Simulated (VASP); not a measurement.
# Mo (P6/mmm) in VASP: notebook

Runs on Mo. Level: r2SCAN. Tasks: single point.

Everything below comes from runs of VASP 6.6.1. Logs are shortened: lines on timing, memory, paths and dates and some standing lists are left out, and cuts for length are marked.

## (1) The cell of the first run

The structure is hexagonal, space group P6/mmm (No. 191). The conventional cell has a = 2.694 Å, b = 2.694 Å, c = 2.632 Å, α = 90.00°, β = 90.00°, γ = 120.00°. Mo (site symmetry 6/mmm) has 8 Mo at 2.63 to 2.69 Å within 3.5 Å.

This isn't the form of Mo at room conditions, which is bcc.

## (2) Single point, r2SCAN (strain -0.015 along x and y, +0.030 along z)

Contents of POSCAR:

```
Mo
1.0
    2.6944777412      0.0000000000      0.0000000000
   -1.3472388706      2.3334861739      0.0000000000
    0.0000000000      0.0000000000      2.6318361210
Mo
1
Direct
    0.0000000000      0.0000000000      0.5000000000
```

Contents of INCAR.step1:

```
  PREC = Accurate
  ENCUT = 520
  ISMEAR = 0
  SIGMA = 0.15
  LREAL = False
  LASPH = True
  NELM = 100
  NBANDS = 13
  GGA = PE
  ALGO = Normal
  EDIFF = 1E-4
  LWAVE = True
  LCHARG = False
```

Contents of INCAR.step2:

```
  PREC = Accurate
  ENCUT = 520
  EDIFF = 1E-7
  ISMEAR = 0
  SIGMA = 0.15
  LREAL = False
  LASPH = True
  NELM = 100
  ALGO = Normal
  ISIF = 2
  LWAVE = False
  LCHARG = False
  METAGGA = R2SCAN
  LMIXTAU = True
  NBANDS = 13
  ISTART = 1
```

Contents of KPOINTS:

```
regular mesh
0
Gamma
  18 18 18
```

Potentials or basis: VASP PAW PBE potentials, release 64 (Mo_sv).

Started as:

```sh
cat potpaw_PBE.64/Mo_sv/POTCAR > POTCAR
cp INCAR.step1 INCAR
mpirun -np 1 vasp_std > vasp.out
cp INCAR.step2 INCAR
mpirun -np 1 vasp_std > vasp.out
```

OUTCAR:

```text
PREC = Accurate
   ENCUT = 520
   EDIFF = 1E-7
   ISMEAR = 0
   LREAL = False
   LASPH = True
   NELM = 100
   ISIF = 2
   METAGGA = R2SCAN
   ISTART = 1

 ion  position               nearest neighbor table
   1  0.000  0.000  0.500-

  LATTYP: Found a hexagonal cell.
 ALAT       =     2.6944777412
 C/A-ratio  =     0.9767518509

  Lattice vectors:

 A1 = (   2.6944777412,   0.0000000000,   0.0000000000)
 A2 = (  -1.3472388706,   2.3334861739,   0.0000000000)
 A3 = (   0.0000000000,   0.0000000000,   2.6318361210)

Analysis of symmetry for initial positions (statically):
=====================================================================
 Subroutine PRICEL returns:
 Original cell was already a primitive cell.

 Routine SETGRP: Setting up the symmetry group for a
 hexagonal supercell.

 Subroutine GETGRP returns: Found 24 space group operations
 (whereof 24 operations were pure point group operations)
 out of a pool of 24 trial point group operations.

The static configuration has the point symmetry D_6h.

Analysis of symmetry for dynamics (positions and initial velocities):
=====================================================================
 Subroutine PRICEL returns:
 Original cell was already a primitive cell.

 Routine SETGRP: Setting up the symmetry group for a
 hexagonal supercell.

 Subroutine GETGRP returns: Found 24 space group operations
 (whereof 24 operations were pure point group operations)
 out of a pool of 24 trial point group operations.

The dynamic configuration has the point symmetry D_6h.

 Subroutine INISYM returns: Found 24 space group operations
 (whereof 24 operations are pure point group operations),
 and found     1 'primitive' translations

----------------------------------------------------------------------------------------

                                     Primitive cell

  volume of cell :      16.5477

  direct lattice vectors                    reciprocal lattice vectors
     2.694477741  0.000000000  0.000000000     0.371129434  0.214271679  0.000000000
    -1.347238871  2.333486174  0.000000000     0.000000000  0.428543358  0.000000000
     0.000000000  0.000000000  2.631836121     0.000000000  0.000000000  0.379962868

  length of vectors
     2.694477741  2.694477741  2.631836121     0.428543358  0.428543358  0.379962868

  position of ions in fractional coordinates (direct lattice)
     0.000000000  0.000000000  0.500000000

  ion indices of the primitive-cell ions
   primitive index   ion index
                 1           1

----------------------------------------------------------------------------------------

 KPOINTS: regular mesh

Automatic generation of k-mesh.
 Grid dimensions read from file:
 generate k-points for:   18   18   18

 Generating k-lattice:

  Cartesian coordinates                     Fractional coordinates (reciprocal lattice)
     0.020618302  0.011903982  0.000000000     0.055555556  0.000000000  0.000000000
     0.000000000  0.023807964  0.000000000     0.000000000  0.055555556  0.000000000
     0.000000000  0.000000000  0.021109048     0.000000000  0.000000000  0.055555556

  Length of vectors
     0.023807964  0.023807964  0.021109048

  Shift w.r.t. Gamma in fractional coordinates (k-lattice)
     0.000000000  0.000000000  0.000000000

 Subroutine IBZKPT returns following result:
 ===========================================

 Found    370 irreducible k-points:

 Following reciprocal coordinates:
            Coordinates               Weight
  0.000000  0.000000  0.000000      1.000000
  0.055556  0.000000  0.000000      6.000000
  0.111111  0.000000  0.000000      6.000000
  0.166667 -0.000000  0.000000      6.000000
  0.222222  0.000000  0.000000      6.000000
  0.277778 -0.000000  0.000000      6.000000
[... 16 lines left out ...]
  0.333333  0.111111  0.000000     12.000000
  0.388889  0.111111  0.000000     12.000000
 [... further k-points ...]
   k-points           NKPTS =    370   k-points in BZ     NKDIM =    370   number of bands    NBANDS=     13
   number of dos      NEDOS =    301   number of ions     NIONS =      1
   total plane-waves  NPLWV =   8000
   dimension x,y,z NGX =    20 NGY =   20 NGZ =   20
   dimension x,y,z NGXF=    40 NGYF=   40 NGZF=   40
   ions per type =               1
   NGX,Y,Z   is equivalent  to a cutoff of  12.34, 12.34, 12.63 a.u.
   NGXF,Y,Z  is equivalent  to a cutoff of  24.68, 24.68, 25.27 a.u.
 SYSTEM =  unknown system
   PREC   = accura    normal or accurate (medium, high low for compatibility)
   ISTART =      1    job   : 0-new  1-cont  2-samecut
   ICHARG =      0    charge: 1-file 2-atom 10-const
   ISPIN  =      1    spin polarized calculation?
   LNONCOLLINEAR =      F non collinear calculations
   LSORBIT =      F    spin-orbit coupling
   LASPH  =      T    aspherical Exc in radial PAW
   ENCUT  =  520.0 eV  38.22 Ry    6.18 a.u.   5.01  5.01  4.89*2*pi/ulx,y,z
   NELM   =    100;   NELMIN=  2; NELMDL=  0     # of ELM steps
   EDIFF  = 0.1E-06   stopping-criterion for ELM
   LREAL  =      F    real-space projection
   EDIFFG = 0.1E-05   stopping-criterion for IOM
   NSW    =      0    number of steps for IOM
   IBRION =     -1    ionic relax: 0-MD 1-quasi-New 2-CG
   NFREE  =      0    steps in history (QN), initial steepest desc. (CG)
   ISIF   =      2    stress and relaxation
   ISYM   =      2    0-nonsym 1-usesym 2-fastsym
   POTIM  = 0.5000    time-step for ionic-motion
   TEBEG  =    0.0;   TEEND  =   0.0 temperature during run
   PSTRESS=    0.0 pullay stress
   NELECT =      14.0000    total number of electrons
   NUPDOWN=      -1.0000    fix difference up-down
   EMIN   =  10.00;   EMAX   =-10.00  energy-range for DOS
   EFERMI =   0.00;   METHOD = LEGACY
   ISMEAR =     0;   SIGMA  =   0.15  broadening in eV -4-tet -1-fermi 0-gaus
   EFERMI_NEDOS =   21; number of points for ismear=-14 and -15
   IALGO  =     38    algorithm
   IMIX   =      4    mixing-type and parameters
     AMIX     =   0.40;   BMIX     =  1.00
     AMIX_MAG =   1.60;   BMIX_MAG =  1.00
  volume/ion in A,a.u.               =      16.55       111.67
  Fermi-wavevector in a.u.,A,eV,Ry     =   1.548358  2.925972 32.618763  2.397411
  Thomas-Fermi vector in A             =   2.653319
   LORBIT       =      0    0 simple, 1 ext, 2 COOP (PROOUT), +10 PAW based schemes
   METAGGA = R2SCAN    functional components
   LHFCALC =     F    Hartree Fock is set to
   AEXX    =    0.0000 exact exchange contribution
   IVDW    =     0    specifies the selected vdW correction
   LEPSILON=     F    determine dielectric tensor
   LRPA    =     F    only Hartree local field effects (RPA)
 non-spin polarized calculation
 Gauss-broadening in eV      SIGMA  =   0.15
  energy-cutoff  :      520.00
  volume of cell :       16.55
 maximum number of plane-waves:       462
 NGX is ok and might be reduce to    20
   NGX =  9   NGY =  9   NGZ =  9

 number of electron      13.9999999 magnetization

 Free energy of the ion-electron system (eV)
  ---------------------------------------------------
  ext. energy  EPLUGINS =         0.00000000
  ---------------------------------------------------
  free energy    TOTEN  =       -25.11006166 eV

  energy without entropy =      -25.10066683  energy(sigma->0) =      -25.10536424

 E-fermi :  11.7471     XC(G=0): -14.1323

 val. band max:       11.7464405625   @ k =   0.3333   0.0556   0.4444
 cond. band min:      11.7490411905   @ k =   0.2222   0.1111   0.4444
 fundamental gap:      0.0026006280
 Fermi energy:        11.7470917814

 k-point     1 :       0.0000    0.0000    0.0000
  band No.  band energies     occupation
      1     -51.4045      2.00000
      2     -24.0323      2.00000
      3     -23.7967      2.00000
      4     -23.7967      2.00000
      5       4.3987      2.00000
      6       6.9347      2.00000
      7      10.6922      2.00000
      8      10.6922      2.00000
      9      15.8548      0.00000
     10      15.8548      0.00000
     11      25.4469      0.00000
     12      27.1654      0.00000
     13      34.0790      0.00000

 k-point     2 :       0.0556    0.0000    0.0000
  band No.  band energies     occupation
      1     -51.3959      2.00000
      2     -24.0264      2.00000
      3     -23.8511      2.00000
      4     -23.8087      2.00000
      5       4.5308      2.00000
      6       6.9999      2.00000
      7      10.5551      2.00000
      8      10.8151      2.00000
      9      15.6893      0.00000
     10      15.8294      0.00000
     11      25.7535      0.00000
     12      27.4481      0.00000
     13      33.0442      0.00000

 k-point     3 :       0.1111    0.0000    0.0000
  band No.  band energies     occupation
      1     -51.3710      2.00000
      2     -24.0093      2.00000
      3     -24.0063      2.00000
      4     -23.8431      2.00000
      5       4.9046      2.00000
      6       7.1889      2.00000
      7      10.2063      2.00000
      8      11.1788      2.00000
      9      15.2472      0.00000
     10      15.7571      0.00000
     11      26.5792      0.00000
     12      28.2327      0.00000
     13      31.3459      0.00000
[... 305 lines left out ...]
 k-point    23 :       0.3333    0.1111    0.0000
  band No.  band energies     occupation
      1     -51.1353      2.00000
      2     -25.2515      2.00000
      3     -24.2584      2.00000
      4     -23.8498      2.00000
      5       7.0211      2.00000
      6       8.2384      2.00000
      7      11.0821      2.00000
      8      12.5658      0.00000
      9      14.8514      0.00000
     10      16.2300      0.00000
     11      23.3459      0.00000
     12      25.9592      0.00000
     13      30.0040      0.00000

 k-point    24 :       0.3889    0.1111    0.0000
  band No.  band energies     occupation
      1     -51.1107      2.00000
      2     -25.3704      2.00000
      3     -24.3007      2.00000
      4     -23.8334      2.00000
      5       6.8645      2.00000
      6       8.4713      2.00000
      7      11.7834      0.73238
      8      12.3569      0.00000
      9      14.7619      0.00000
     10      16.9745      0.00000
     11      22.6013      0.00000
     12      25.2573      0.00000
     13      29.3880      0.00000

 [... further k-points ...]

------------------------ aborting loop because EDIFF is reached ----------------------------------------

  FORCE on cell =-STRESS in cart. coord.  units (eV):
  Direction    XX          YY          ZZ          XY          YZ          ZX
  --------------------------------------------------------------------------------------
  -------------------------------------------------------------------------------------
  Total        1.0178854      1.0178854     -1.2162763     -0.0000000      0.0000000      0.0000000
  in kB       98.5532107     98.5532107   -117.7617239     -0.0000000      0.0000000      0.0000000
  external PRESSURE =      26.4482325 kB  Pullay stress =       0.0000000 kB

 VOLUME and BASIS-vectors are now :
 -----------------------------------------------------------------------------
  energy-cutoff  :      520.00
  volume of cell :       16.55
      direct lattice vectors                 reciprocal lattice vectors
     2.694477741  0.000000000  0.000000000     0.371129434  0.214271679  0.000000000
    -1.347238871  2.333486174  0.000000000     0.000000000  0.428543358  0.000000000
     0.000000000  0.000000000  2.631836121     0.000000000  0.000000000  0.379962868

 POSITION                                       TOTAL-FORCE (eV/Angst)
 -----------------------------------------------------------------------------------
      0.00000      0.00000      1.31592         0.000000      0.000000      0.000000
 -----------------------------------------------------------------------------------
    total drift:                               -0.000000      0.000000     -0.000000

  FREE ENERGIE OF THE ION-ELECTRON SYSTEM (eV)
  ---------------------------------------------------
  free  energy   TOTEN  =       -25.1100616562 eV

  energy  without entropy=      -25.1006668274  energy(sigma->0) =      -25.10536424
```

Run time: 5 min. Hardware: 1 thread of Intel Xeon Platinum 8375C at 2.90GHz (Ice Lake), shared host; peak memory 0.19 GiB.

What came out:

| Property | Result |
| --- | --- |
| Free energy | -25.1101 eV |
| Pressure | 2.6 GPa |
| Band gap on the k mesh | zero (bands 7 and 8 overlap by 1.93 eV) |

Caveat: the cell differs from its parent crystal (strain -0.015 along x and y, +0.030 along z); the PAW data sets were made with another functional, which shifts forces and pressure a little.

[end of part 1 of 2]
